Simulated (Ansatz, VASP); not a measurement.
Ti in VASP and in Ansatz

The input INCAR:

```
SYSTEM = Ti
ALGO = Normal ; EDIFF = 1E-8
ENCUT = 520 ; GGA = PE
ISIF = 2 ; ISMEAR = -1
LASPH = .TRUE. ; LCHARG = .FALSE.
LEFG = .TRUE. ; LREAL = .FALSE.
LWAVE = .FALSE. ; NBANDS = 12
NELM = 60 ; PREC = Accurate
SIGMA = 0.05
```

The input KPOINTS:

```
k-points
0
G
  14 14 14
  0 0 0
```

Contents of POSCAR:

```
Ti
1.0
   -1.6731846416      1.6731846416      1.6731846416
    1.6731846416     -1.6731846416      1.6731846416
    1.6731846416      1.6731846416     -1.6731846416
Ti
1
Direct
    0.0000000000      0.0000000000      0.0000000000
```

Input for Ansatz:

```yaml
crystal:
  lattice:
    - [-1.6731846416, 1.6731846416, 1.6731846416]
    - [1.6731846416, -1.6731846416, 1.6731846416]
    - [1.6731846416, 1.6731846416, -1.6731846416]
  atoms:
    - { symbol: Ti, position: [0.0, 0.0, 0.0] }
kpoints:
  mp_grid: { grid: [14, 14, 14] }
scf:
  occupations: { method: fermi_dirac, width: 0.05 }
hamiltonian:
  xc: pbe
  pseudopotentials: { kind: paw }
output:
  forces: true
  stress: true
  eigenvalues: true
  efg: { contact_densities: true }
```

Change from the starting cell: volume scaled by 1.06, PAW files.

Alike in both runs: task electric field gradients; functional PBE; k mesh 14 × 14 × 14; occupations fermi-dirac, width 0.05 eV; no spin polarisation.

```csv
,VASP,Ansatz
version,VASP 6.6.1,Ansatz 0.2.0
potentials or method,"VASP PAW PBE potentials, release 64 (Ti_sv)","PAW with Ansatz's default frozen-core files, scalar-relativistic"
plane-wave cutoff (eV),520,420
valence electrons in the cell,12,12
```

VASP gave:

| Property | Result |
| --- | --- |
| pressure (GPa) | -7.7 |

**Question.** What did Ansatz give for the same quantities?

**Answer.** Pressure (GPa): -7.6.

With one functional, cell and mesh, what is left measures potentials, basis and numerics.
